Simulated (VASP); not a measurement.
# GaP (zincblende type) (F-43m) in VASP: further runs, part 2 of 2

VASP 6.6.1.

**3. Single point, PBEsol (20.11 Å³/atom)**

This run uses another cell than the first one, of 20.11 Å³/atom.

Input file POSCAR:

```
GaP
1.0
    0.0000000000      2.7192037058      2.7192037058
    2.7192037058      0.0000000000      2.7192037058
    2.7192037058      2.7192037058      0.0000000000
Ga P
1 1
Direct
    0.0000000000      0.0000000000      0.0000000000
    0.2500000000      0.2500000000      0.2500000000
```

Input file INCAR.step1:

```
PREC     = Accurate       # precision mode
ENCUT    = 520            # plane-wave cutoff, eV
EDIFF    = 1E-6           # SCF threshold, eV
ISMEAR   = -1             # smearing method
SIGMA    = 0.05           # smearing width, eV
LREAL    = False          # projectors in reciprocal space
LASPH    = True           # aspherical terms in the spheres
NELM     = 60             # most SCF steps
ALGO     = Normal         # electronic algorithm
ISIF     = 2              # what is computed and relaxed
LWAVE    = False          # write WAVECAR
LCHARG   = True           # write CHGCAR
GGA      = PS             # functional
NBANDS   = 16             # bands
```

Input file KPOINTS.step1:

```
Automatic mesh
0
Gamma
  12 12 12
```

Input file INCAR.step2:

```
PREC     = Accurate       # precision mode
ENCUT    = 520            # plane-wave cutoff, eV
EDIFF    = 1E-6           # SCF threshold, eV
ISMEAR   = -5             # smearing method
SIGMA    = 0.05           # smearing width, eV
LREAL    = False          # projectors in reciprocal space
LASPH    = True           # aspherical terms in the spheres
NELM     = 60             # most SCF steps
ALGO     = Normal         # electronic algorithm
ISIF     = 2              # what is computed and relaxed
LWAVE    = False          # write WAVECAR
LCHARG   = False          # write CHGCAR
GGA      = PS             # functional
LORBIT   = 11             # projections on sites
NEDOS    = 1001           # points of the DOS
ICHARG   = 11             # starting density
```

Input file KPOINTS.step2:

```
Automatic mesh
0
Gamma
  18 18 18
```

Potentials or basis: VASP PAW PBE potentials, release 64 (Ga_d, P).

Started as:

```sh
cat potpaw_PBE.64/Ga_d/POTCAR potpaw_PBE.64/P/POTCAR > POTCAR
cp INCAR.step1 INCAR
cp KPOINTS.step1 KPOINTS
mpirun -np 1 vasp_std > vasp.out
cp INCAR.step2 INCAR
cp KPOINTS.step2 KPOINTS
mpirun -np 1 vasp_std > vasp.out
```

OUTCAR:

```text
PREC = Accurate
   ENCUT = 520
   EDIFF = 1E-6
   ISMEAR = -5
   LREAL = False
   LASPH = True
   NELM = 60
   ISIF = 2
   GGA = PS
   LORBIT = 11
   ICHARG = 11

 ion  position               nearest neighbor table
   1  0.000  0.000  0.000-   2 2.35   2 2.35   2 2.35   2 2.35
   2  0.250  0.250  0.250-   1 2.35   1 2.35   1 2.35   1 2.35

  LATTYP: Found a face centered cubic cell.
 ALAT       =     5.4384074116

  Lattice vectors:

 A1 = (   0.0000000000,   2.7192037058,   2.7192037058)
 A2 = (   2.7192037058,   0.0000000000,   2.7192037058)
 A3 = (   2.7192037058,   2.7192037058,   0.0000000000)

Analysis of symmetry for initial positions (statically):
=====================================================================
 Subroutine PRICEL returns:
 Original cell was already a primitive cell.

 Routine SETGRP: Setting up the symmetry group for a
 face centered cubic supercell.

 Subroutine GETGRP returns: Found 24 space group operations
 (whereof 24 operations were pure point group operations)
 out of a pool of 48 trial point group operations.

The static configuration has the point symmetry T_d .

Analysis of symmetry for dynamics (positions and initial velocities):
=====================================================================
 Subroutine PRICEL returns:
 Original cell was already a primitive cell.

 Routine SETGRP: Setting up the symmetry group for a
 face centered cubic supercell.

 Subroutine GETGRP returns: Found 24 space group operations
 (whereof 24 operations were pure point group operations)
 out of a pool of 48 trial point group operations.

The dynamic configuration has the point symmetry T_d .

 Subroutine INISYM returns: Found 24 space group operations
 (whereof 24 operations are pure point group operations),
 and found     1 'primitive' translations

----------------------------------------------------------------------------------------

                                     Primitive cell

  volume of cell :      40.2120

  direct lattice vectors                    reciprocal lattice vectors
     0.000000000  2.719203706  2.719203706    -0.183877360  0.183877360  0.183877360
     2.719203706  0.000000000  2.719203706     0.183877360 -0.183877360  0.183877360
     2.719203706  2.719203706  0.000000000     0.183877360  0.183877360 -0.183877360

  length of vectors
     3.845534760  3.845534760  3.845534760     0.318484931  0.318484931  0.318484931

  position of ions in fractional coordinates (direct lattice)
     0.000000000  0.000000000  0.000000000
     0.250000000  0.250000000  0.250000000

  ion indices of the primitive-cell ions
   primitive index   ion index
                 1           1
                 2           2

----------------------------------------------------------------------------------------

 KPOINTS: Automatic mesh

Automatic generation of k-mesh.
 Grid dimensions read from file:
 generate k-points for:   18   18   18

 Generating k-lattice:

  Cartesian coordinates                     Fractional coordinates (reciprocal lattice)
    -0.010215409  0.010215409  0.010215409     0.055555556  0.000000000  0.000000000
     0.010215409 -0.010215409  0.010215409     0.000000000  0.055555556  0.000000000
[... 49 lines left out ...]
   NGXF,Y,Z  is equivalent  to a cutoff of  25.94, 25.94, 25.94 a.u.
 SYSTEM =  unknown system
   PREC   = accura    normal or accurate (medium, high low for compatibility)
   ISTART =      0    job   : 0-new  1-cont  2-samecut
   ICHARG =     11    charge: 1-file 2-atom 10-const
   ISPIN  =      1    spin polarized calculation?
   LNONCOLLINEAR =      F non collinear calculations
   LSORBIT =      F    spin-orbit coupling
   LASPH  =      T    aspherical Exc in radial PAW
   ENCUT  =  520.0 eV  38.22 Ry    6.18 a.u.   7.15  7.15  7.15*2*pi/ulx,y,z
   NELM   =     60;   NELMIN=  2; NELMDL=  0     # of ELM steps
   EDIFF  = 0.1E-05   stopping-criterion for ELM
   LREAL  =      F    real-space projection
   EDIFFG = 0.1E-04   stopping-criterion for IOM
   NSW    =      0    number of steps for IOM
   IBRION =     -1    ionic relax: 0-MD 1-quasi-New 2-CG
   NFREE  =      0    steps in history (QN), initial steepest desc. (CG)
   ISIF   =      2    stress and relaxation
   ISYM   =      2    0-nonsym 1-usesym 2-fastsym
   POTIM  = 0.5000    time-step for ionic-motion
   TEBEG  =    0.0;   TEEND  =   0.0 temperature during run
   PSTRESS=    0.0 pullay stress
   NELECT =      18.0000    total number of electrons
   NUPDOWN=      -1.0000    fix difference up-down
   EMIN   =  10.00;   EMAX   =-10.00  energy-range for DOS
   EFERMI =   0.00;   METHOD = LEGACY
   ISMEAR =    -5;   SIGMA  =   0.05  broadening in eV -4-tet -1-fermi 0-gaus
   EFERMI_NEDOS =   21; number of points for ismear=-14 and -15
   IALGO  =     38    algorithm
   IMIX   =      4    mixing-type and parameters
     AMIX     =   0.40;   BMIX     =  1.00
     AMIX_MAG =   1.60;   BMIX_MAG =  1.00
  volume/ion in A,a.u.               =      20.11       135.68
  Fermi-wavevector in a.u.,A,eV,Ry     =   1.252316  2.366534 21.337953  1.568295
  Thomas-Fermi vector in A             =   2.386222
   LORBIT       =     11    0 simple, 1 ext, 2 COOP (PROOUT), +10 PAW based schemes
   GGA     = PS    functional components
   LHFCALC =     F    Hartree Fock is set to
   AEXX    =    0.0000 exact exchange contribution
   IVDW    =     0    specifies the selected vdW correction
   LEPSILON=     F    determine dielectric tensor
   LRPA    =     F    only Hartree local field effects (RPA)
 non-spin polarized calculation
 Fermi weights with tetrahedron method with Bloechl corrections
  energy-cutoff  :      520.00
  volume of cell :       40.21
 maximum number of plane-waves:      1106
 NGX is ok and might be reduce to    30

 number of electron      17.9999987 magnetization

 Free energy of the ion-electron system (eV)
  ---------------------------------------------------
  ext. energy  EPLUGINS =         0.00000000
  ---------------------------------------------------
  free energy    TOTEN  =        -9.92561931 eV

  energy without entropy =       -9.92561931  energy(sigma->0) =       -9.92561931

 E-fermi :   4.6475     XC(G=0): -10.0519

 val. band max:        4.6337883992   @ k =   0.0000   0.0000   0.0000
 cond. band min:       6.0955284885   @ k =   0.4444   0.4444   0.0000
 fundamental gap:      1.4617400893
 Fermi energy:         4.6475193958

 k-point     1 :       0.0000    0.0000    0.0000
  band No.  band energies     occupation
      1      -9.9156      2.00000
      2      -9.9156      2.00000
      3      -9.9156      2.00000
      4      -9.8112      2.00000
      5      -9.8112      2.00000
      6      -7.9392      2.00000
      7       4.6338      2.00000
      8       4.6338      2.00000
      9       4.6338      2.00000
     10       6.4407      0.00000
     11       8.4616      0.00000
     12       8.4616      0.00000
     13       8.4616      0.00000
[... 354 lines left out ...]
  band No.  band energies     occupation
      1      -9.9607      2.00000
      2      -9.9012      2.00000
      3      -9.8989      2.00000
      4      -9.8125      2.00000
      5      -9.8082      2.00000
      6      -7.1708      2.00000
      7       0.8584      2.00000
      8       3.5552      2.00000
      9       4.1219      2.00000
     10       7.0191      0.00000
     11       9.1864      0.00000
     12       9.3955      0.00000
     13      10.7306      0.00000

 [... further k-points ...]

------------------------ aborting loop because EDIFF is reached ----------------------------------------

  FORCE on cell =-STRESS in cart. coord.  units (eV):
  Direction    XX          YY          ZZ          XY          YZ          ZX
  --------------------------------------------------------------------------------------
  -------------------------------------------------------------------------------------
  Total       -0.0275130     -0.0275130     -0.0275130      0.0000000     -0.0000000     -0.0000000
  in kB       -1.0962085     -1.0962085     -1.0962085      0.0000000     -0.0000000     -0.0000000
  external PRESSURE =      -1.0962085 kB  Pullay stress =       0.0000000 kB

 VOLUME and BASIS-vectors are now :
 -----------------------------------------------------------------------------
  energy-cutoff  :      520.00
  volume of cell :       40.21
      direct lattice vectors                 reciprocal lattice vectors
     0.000000000  2.719203706  2.719203706    -0.183877360  0.183877360  0.183877360
     2.719203706  0.000000000  2.719203706     0.183877360 -0.183877360  0.183877360
     2.719203706  2.719203706  0.000000000     0.183877360  0.183877360 -0.183877360

 POSITION                                       TOTAL-FORCE (eV/Angst)
 -----------------------------------------------------------------------------------
      0.00000      0.00000      0.00000        -0.000000     -0.000000     -0.000000
      1.35960      1.35960      1.35960         0.000000      0.000000      0.000000
 -----------------------------------------------------------------------------------
    total drift:                                0.000000      0.000000      0.000000

  FREE ENERGIE OF THE ION-ELECTRON SYSTEM (eV)
  ---------------------------------------------------
  free  energy   TOTEN  =        -9.9256193107 eV

  energy  without entropy=       -9.9256193107  energy(sigma->0) =       -9.92561931

 total charge

# of ion       s       p       d       tot
------------------------------------------
    1        0.866   0.861  10.013  11.740
    2        1.018   1.511   0.000   2.529
--------------------------------------------------
tot          1.883   2.372  10.013  14.268
```

Run time: 1.9 min. Hardware: 1 thread of Intel Xeon Platinum 8488C (Sapphire Rapids), shared host; peak memory 0.24 GiB.

Results:

- Valence electrons inside the program's atomic spheres: Ga 11.74; P 2.53

Levels at points of the mesh, in eV from the valence-band top:
```
           k point  band 7  band 8  band 9  band 10  band 11  band 12
(0.00, 0.00, 0.00)    0.00    0.00    0.00     1.81     3.83     3.83
(0.50, 0.00, 0.00)   -6.73   -1.14   -1.14     1.61     4.65     4.65
(0.50, 0.50, 0.00)   -6.84   -2.74   -2.74     1.51     1.71    10.60
```

Caveat: the PAW data sets were made with another functional, which shifts forces and pressure a little.
